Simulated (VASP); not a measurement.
# Co2Te (I4/mmm) in VASP: a series of runs

The runs below take Co2Te through single point, relaxation of cell and atoms, with PBE.

Program: VASP 6.6.1. These are calculated values, not measurements. Logs are shortened: lines on timing, memory, paths and dates and some standing lists are left out, and cuts for length are marked.

### 1 The cell of the first run

Symmetry: I4/mmm, No. 139, tetragonal system. Conventional cell: a = 4.082 Å, b = 4.082 Å, c = 6.695 Å, α = 90.00°, β = 90.00°, γ = 90.00°. Within 1.7 Å of Co (site symmetry 4mm) lie 1 Co at 1.25 Å. Te (site symmetry 4/mmm) has 10 Co at 2.72 to 2.95 Å within 3.6 Å.

### 2 Single point, PBE, collinear spin, ferromagnetic start

The input, INCAR:

```
SYSTEM = Co2Te
PREC = Accurate
ENCUT = 520
EDIFF = 1E-6
ISMEAR = 0
SIGMA = 0.1
LREAL = .False.
LASPH = .True.
NELM = 150
ALGO = Normal
ISIF = 2
LWAVE = .False.
LCHARG = .False.
ISPIN = 2
MAGMOM = 3 3 0
LORBIT = 11
LMAXMIX = 4
GGA = PE
NBANDS = 23
```

The input, KPOINTS:

```
Automatic mesh
0
Gamma
  6 6 6
  0 0 0
```

The input, POSCAR:

```
Co2Te
1.0
   -2.0409376908      2.0409376908      3.3473476780
    2.0409376908     -2.0409376908      3.3473476780
    2.0409376908      2.0409376908     -3.3473476780
Co Te
2 1
Direct
    0.5930000000      0.5930000000      0.0000000000
    0.4070000000      0.4070000000      0.0000000000
    0.0000000000      0.0000000000      0.0000000000
```

Potentials or basis: VASP PAW PBE potentials, release 64 (Co, Te).

On the command line:

```
$ cat potpaw_PBE.64/Co/POTCAR potpaw_PBE.64/Te/POTCAR > POTCAR
$ mpirun -np 1 vasp_std > vasp.out
```

OUTCAR:

```text
SYSTEM = Co2Te
   PREC = Accurate
   ENCUT = 520
   EDIFF = 1E-6
   ISMEAR = 0
   LREAL = .False.
   LASPH = .True.
   NELM = 150
   ISIF = 2
   ISPIN = 2
   LORBIT = 11
   GGA = PE

 ion  position               nearest neighbor table
   1  0.593  0.593  0.000-   2 1.25   3 2.72   3 2.95   3 2.95   3 2.95   3 2.95
   2  0.407  0.407  0.000-   1 1.25   3 2.72   3 2.95   3 2.95   3 2.95   3 2.95
   3  0.000  0.000  0.000-   1 2.72   2 2.72   1 2.95   2 2.95   1 2.95   1 2.95   1 2.95   2 2.95
                             2 2.95   2 2.95

 -----------------------------------------------------------------------------
|                                                                             |
|           W    W    AA    RRRRR   N    N  II  N    N   GGGG   !!!           |
|           W    W   A  A   R    R  NN   N  II  NN   N  G    G  !!!           |
|           W    W  A    A  R    R  N N  N  II  N N  N  G       !!!           |
|           W WW W  AAAAAA  RRRRR   N  N N  II  N  N N  G  GGG   !            |
|           WW  WW  A    A  R   R   N   NN  II  N   NN  G    G                |
|           W    W  A    A  R    R  N    N  II  N    N   GGGG   !!!           |
|                                                                             |
|     The distance between some ions is very small. Please check the          |
|     nearest-neighbor list in the OUTCAR file.                               |
|     I HOPE YOU KNOW WHAT YOU ARE DOING!                                     |
|                                                                             |
 -----------------------------------------------------------------------------

  LATTYP: Found a body centered tetragonal cell.
 ALAT       =     4.0818753816
 C/A-ratio  =     1.6401028278

  Lattice vectors:

 A1 = (  -2.0409376908,   2.0409376908,   3.3473476780)
 A2 = (   2.0409376908,  -2.0409376908,   3.3473476780)
 A3 = (   2.0409376908,   2.0409376908,  -3.3473476780)

Analysis of symmetry for initial positions (statically):
=====================================================================
 Subroutine PRICEL returns:
 Original cell was already a primitive cell.

 Routine SETGRP: Setting up the symmetry group for a
 body centered tetragonal supercell.

 Subroutine GETGRP returns: Found 16 space group operations
 (whereof 16 operations were pure point group operations)
 out of a pool of 16 trial point group operations.

The static configuration has the point symmetry D_4h.

Analysis of symmetry for dynamics (positions and initial velocities):
=====================================================================
 Subroutine PRICEL returns:
 Original cell was already a primitive cell.

 Routine SETGRP: Setting up the symmetry group for a
 body centered tetragonal supercell.

 Subroutine GETGRP returns: Found 16 space group operations
 (whereof 16 operations were pure point group operations)
 out of a pool of 16 trial point group operations.

The dynamic configuration has the point symmetry D_4h.

Analysis of structural, dynamic, and magnetic symmetry:
=====================================================================
 Subroutine PRICEL returns:
 Original cell was already a primitive cell.

 Routine SETGRP: Setting up the symmetry group for a
 body centered tetragonal supercell.

 Subroutine GETGRP returns: Found 16 space group operations
 (whereof 16 operations were pure point group operations)
 out of a pool of 16 trial point group operations.

The overall configuration has the point symmetry D_4h.

 Subroutine INISYM returns: Found 16 space group operations
 (whereof 16 operations are pure point group operations),
 and found     1 'primitive' translations

----------------------------------------------------------------------------------------

                                     Primitive cell

  volume of cell :      55.7725

  direct lattice vectors                    reciprocal lattice vectors
    -2.040937691  2.040937691  3.347347678     0.000000000  0.244985431  0.149371995
     2.040937691 -2.040937691  3.347347678     0.244985431  0.000000000  0.149371995
     2.040937691  2.040937691 -3.347347678     0.244985431  0.244985431  0.000000000

  length of vectors
     4.419908347  4.419908347  4.419908347     0.286931794  0.286931794  0.346461719

  position of ions in fractional coordinates (direct lattice)
     0.593000000  0.593000000  0.000000000
     0.407000000  0.407000000  0.000000000
     0.000000000  0.000000000  0.000000000

  ion indices of the primitive-cell ions
   primitive index   ion index
                 1           1
                 2           2
[... 32 lines left out ...]
  0.333333  0.000000 -0.000000      8.000000
  0.500000  0.000000  0.000000      4.000000
  0.166667  0.166667  0.000000      8.000000
  0.333333  0.166667 -0.000000     16.000000
[... 16 lines left out ...]
 -0.333333 -0.333333  0.166667      8.000000
 -0.166667 -0.333333  0.166667      8.000000
 [... further k-points ...]
   k-points           NKPTS =     30   k-points in BZ     NKDIM =     30   number of bands    NBANDS=     23
   number of dos      NEDOS =    301   number of ions     NIONS =      3
   total plane-waves  NPLWV =  46656
   dimension x,y,z NGX =    36 NGY =   36 NGZ =   36
   dimension x,y,z NGXF=    72 NGYF=   72 NGZF=   72
   ions per type =               2   1
   NGX,Y,Z   is equivalent  to a cutoff of  13.54, 13.54, 13.54 a.u.
   NGXF,Y,Z  is equivalent  to a cutoff of  27.08, 27.08, 27.08 a.u.
 SYSTEM =  Co2Te
   PREC   = accura    normal or accurate (medium, high low for compatibility)
   ISTART =      0    job   : 0-new  1-cont  2-samecut
   ICHARG =      2    charge: 1-file 2-atom 10-const
   ISPIN  =      2    spin polarized calculation?
   LNONCOLLINEAR =      F non collinear calculations
   LSORBIT =      F    spin-orbit coupling
   LASPH  =      T    aspherical Exc in radial PAW
   ENCUT  =  520.0 eV  38.22 Ry    6.18 a.u.   8.22  8.22  8.22*2*pi/ulx,y,z
   NELM   =    150;   NELMIN=  2; NELMDL= -5     # of ELM steps
   EDIFF  = 0.1E-05   stopping-criterion for ELM
   LREAL  =      F    real-space projection
   EDIFFG = 0.1E-04   stopping-criterion for IOM
   NSW    =      0    number of steps for IOM
   IBRION =     -1    ionic relax: 0-MD 1-quasi-New 2-CG
   NFREE  =      0    steps in history (QN), initial steepest desc. (CG)
   ISIF   =      2    stress and relaxation
   ISYM   =      2    0-nonsym 1-usesym 2-fastsym
   POTIM  = 0.5000    time-step for ionic-motion
   TEBEG  =    0.0;   TEEND  =   0.0 temperature during run
   PSTRESS=    0.0 pullay stress
   NELECT =      24.0000    total number of electrons
   NUPDOWN=      -1.0000    fix difference up-down
   EMIN   =  10.00;   EMAX   =-10.00  energy-range for DOS
   EFERMI =   0.00;   METHOD = LEGACY
   ISMEAR =     0;   SIGMA  =   0.10  broadening in eV -4-tet -1-fermi 0-gaus
   EFERMI_NEDOS =   21; number of points for ismear=-14 and -15
   IALGO  =     38    algorithm
   IMIX   =      4    mixing-type and parameters
     AMIX     =   0.40;   BMIX     =  1.00
     AMIX_MAG =   1.60;   BMIX_MAG =  1.00
  volume/ion in A,a.u.               =      18.59       125.46
  Fermi-wavevector in a.u.,A,eV,Ry     =   1.235962  2.335630 20.784290  1.527602
  Thomas-Fermi vector in A             =   2.370590
   LORBIT       =     11    0 simple, 1 ext, 2 COOP (PROOUT), +10 PAW based schemes
   GGA     = PE    functional components
   LHFCALC =     F    Hartree Fock is set to
   AEXX    =    0.0000 exact exchange contribution
   IVDW    =     0    specifies the selected vdW correction
   LEPSILON=     F    determine dielectric tensor
   LRPA    =     F    only Hartree local field effects (RPA)
 spin polarized calculation
 Gauss-broadening in eV      SIGMA  =   0.10
  energy-cutoff  :      520.00
  volume of cell :       55.77
 maximum number of plane-waves:      1524
 NGX is ok and might be reduce to    36
   NGX = 17   NGY = 17   NGZ = 17

 number of electron      24.0000003 magnetization       2.4341258

 Free energy of the ion-electron system (eV)
  ---------------------------------------------------
  ext. energy  EPLUGINS =         0.00000000
  ---------------------------------------------------
  free energy    TOTEN  =        -4.51298998 eV

  energy without entropy =       -4.48554431  energy(sigma->0) =       -4.49926715

 E-fermi :   8.1064     XC(G=0): -10.6962

 val. band max:        8.1006993582   @ k =   0.3333   0.1667  -0.0000
 cond. band min:       8.1119793229   @ k =  -0.3333   0.5000   0.3333
 fundamental gap:      0.0112799646
 Fermi energy:         8.1064482750

 spin component 1

 k-point     1 :       0.0000    0.0000    0.0000
  band No.  band energies     occupation
      1      -4.6576      1.00000
      2       0.0525      1.00000
      3       0.0525      1.00000
      4       0.8609      1.00000
      5       2.9647      1.00000
      6       3.2493      1.00000
[... 613 lines left out ...]
     22      20.0383      0.00000
     23      20.9818      0.00000

 [... further k-points ...]

 spin component 2

 k-point     1 :       0.0000    0.0000    0.0000
  band No.  band energies     occupation
      1      -4.6119      1.00000
      2       1.1031      1.00000
      3       1.1031      1.00000
      4       1.5946      1.00000
      5       4.0498      1.00000
      6       4.3160      1.00000
[... 613 lines left out ...]
     22      20.2064      0.00000
     23      21.2529      0.00000

 [... further k-points ...]
[... 5 lines left out ...]
  --------------------------------------------------------------------------------------
  -------------------------------------------------------------------------------------
  Total       -0.0787781     -0.0787781     25.8301958      0.0000000      0.0000000      0.0000000
  in kB       -2.2630591     -2.2630591    742.0240357      0.0000000      0.0000000      0.0000000
  external PRESSURE =     245.8326391 kB  Pullay stress =       0.0000000 kB

 VOLUME and BASIS-vectors are now :
 -----------------------------------------------------------------------------
  energy-cutoff  :      520.00
  volume of cell :       55.77
      direct lattice vectors                 reciprocal lattice vectors
    -2.040937691  2.040937691  3.347347678     0.000000000  0.244985431  0.149371995
     2.040937691 -2.040937691  3.347347678     0.244985431  0.000000000  0.149371995
     2.040937691  2.040937691 -3.347347678     0.244985431  0.244985431  0.000000000

 POSITION                                       TOTAL-FORCE (eV/Angst)
 -----------------------------------------------------------------------------------
      0.00000      0.00000      3.96995         0.000000      0.000000     21.407774
      0.00000      0.00000      2.72474        -0.000000     -0.000000    -21.407774
      0.00000      0.00000      0.00000         0.000000      0.000000      0.000000
 -----------------------------------------------------------------------------------
    total drift:                               -0.000000     -0.000000     -0.000000

  FREE ENERGIE OF THE ION-ELECTRON SYSTEM (eV)
  ---------------------------------------------------
  free  energy   TOTEN  =        -4.5129899791 eV

  energy  without entropy=       -4.4855443120  energy(sigma->0) =       -4.49926715

 total charge

# of ion       s       p       d       tot
------------------------------------------
    1        0.407   0.549   8.007   8.964
    2        0.407   0.549   8.007   8.964
    3        1.361   1.970   0.058   3.390
--------------------------------------------------
tot          2.176   3.069  16.072  21.317

 magnetization (x)

# of ion       s       p       d       tot
------------------------------------------
    1        0.023   0.045   1.053   1.121
    2        0.023   0.045   1.053   1.121
    3        0.001   0.008  -0.001   0.008
--------------------------------------------------
tot          0.047   0.098   2.106   2.250
```

Wall time 77 s (1 thread of Intel Xeon Platinum 8481C at 2.70GHz (Sapphire Rapids), shared host); peak memory 0.27 GiB.

What came out:

```yaml
Free_energy: -4.5130 eV
Pressure: 24.6 GPa
Largest_force: 21.408 eV/Å
Net_moment: 2.43 μB per cell
Site_moments: Co +1.12; Te +0.01 μB
Valence_electrons_inside_the_program's_atomic_spheres: Co 8.96; Te 3.39
```

Forces on the atoms (eV/Å):
```
Co    0.000   0.000  21.408
Co    0.000   0.000 -21.408
Te    0.000   0.000   0.000
```

Caveat: the k points lie up to 0.36 Å⁻¹ apart; spin-orbit coupling is left out, which moves the levels of the heavy elements; forces of over 1 eV/Å act on the atoms, so gaps and moduli don't describe the material at rest.

(Part 1 of 2 ends here.)
